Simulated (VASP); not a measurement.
Te2Mo: single point with PBE+D3(BJ)

System: Te2Mo, a slab with vacuum.

```
Te Mo
1.0
     3.50301    0.00000    0.00000
    -1.75151    3.03370    0.00000
     0.00000    0.00000   21.63421
Te Mo
2 1
Direct
  0.66667 0.33333 0.41601
  0.66667 0.33333 0.58399
  0.33333 0.66667 0.50000
```

```
Program                : VASP 6.6.1
Task                   : single point
Functional             : PBE
Dispersion             : D3(BJ)
Potentials or basis    : VASP PAW PBE potentials, release 64 (Te, Mo_sv)
Cutoff                 : 400 eV
k mesh                 : 27 × 27 × 1
Occupations            : gaussian, width 0.05 eV
Spin                   : no spin polarisation
Dipole correction      : yes
Further INCAR settings : ALGO = Normal; EDIFF = 1e-06; NBANDS = 20; NELMDL = -8
```

- Largest force: 0.017 eV/Å
- Band gap on the k mesh: 1.19 eV
- Dispersion energy per atom: -0.401 eV

Forces on the atoms (eV/Å):
```
Te   0.000  0.000 -0.017
Te   0.000  0.000  0.017
Mo   0.000  0.000  0.000
```

Levels at points of the mesh, in eV from the valence-band top:
```
           k point  band 9  band 10  band 11  band 12  band 13  band 14  band 15  band 16  band 17  band 18
(0.00, 0.00, 0.00)   -1.60    -1.60    -0.82    -0.82    -0.58     3.21     3.21     3.49     3.49     4.14
```

It took 7.4 min on 1 thread of Intel Xeon 8259CL (shared host), peak memory 0.43 GiB.

Caveat: spin-orbit coupling is left out, which moves the levels of the heavy elements.
